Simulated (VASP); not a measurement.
Runs of VASP 6.6.1 on BaTe. The structure is that of space group P4/mmm (No. 123), or close to it. The cells are those of the table. 

```tsv
cell	gap on the mesh (eV)	pressure (GPa)
a = 4.603, b = 4.603, c = 4.262 Å, 2 atoms	0.37	-4.7
a = 4.433, b = 4.433, c = 4.092 Å, 2 atoms	(b)	-2.7
a = 4.092, b = 4.092, c = 4.433 Å, 2 atoms	0.21	-0.4
a = 4.092, b = 4.092, c = 4.603 Å, 2 atoms	(a)	-1.6
a = 4.433, b = 4.433, c = 3.921 Å, 2 atoms	-	-1.6
```

Alike in all rows: task single point; level PBEsol; potentials or basis VASP PAW PBE potentials, release 64 (Ba_sv, Te); no spin polarisation; k mesh 6 × 6 × 6; cutoff (eV) 520; smearing gaussian 0.05 eV.

Fill in the values left out.

(a) 0.05; (b) 0.24.

Caveats: the PAW data sets were made with another functional, which shifts forces and pressure a little; spin-orbit coupling is left out, which moves the levels of the heavy elements; the cell stands under tension (at least some runs).

A k mesh can miss the band edges, and the runs leave out spin-orbit coupling on Ba, Te.
